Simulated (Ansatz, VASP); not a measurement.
## Two plane-wave programs on AlNi

```
Al Ni
1.0
     2.86331    0.00000    0.00000
     0.00000    2.86331    0.00000
     0.00000    0.00000    2.86331
Al Ni
1 1
Direct
  0.50000 0.50000 0.50000
  0.00000 0.00000 0.00000
```

Alike in both runs: functional r2SCAN; k mesh 14 × 14 × 14; occupations gaussian, width 0.1 eV; no spin polarisation.

Ansatz relaxed the structure, and its values are those at the end. VASP's run is a single point on that final structure, the one shown.

```csv
,VASP,Ansatz
version,VASP 6.6.1,Ansatz 0.2.0
potentials or method,"VASP PAW PBE potentials, release 64 (Al, Ni), cutoff 520 eV","scalar-relativistic, plane waves, PAW"
valence electrons in the cell,13,21
```

|  | VASP | Ansatz | Ansatz less VASP |
| --- | --- | --- | --- |
| gap on the k mesh at the Fermi level (eV) | none | none | - |
| pressure (GPa) | -0.2 | 0.0 | +0.20 |

VASP's potentials were made for PBE, not for r2SCAN. A gap of «none» marks a metal or a gap that the smearing closes. VASP's potentials hold 13 valence electrons a cell and Ansatz's 21, so a difference there can come from the potentials and not from the codes.
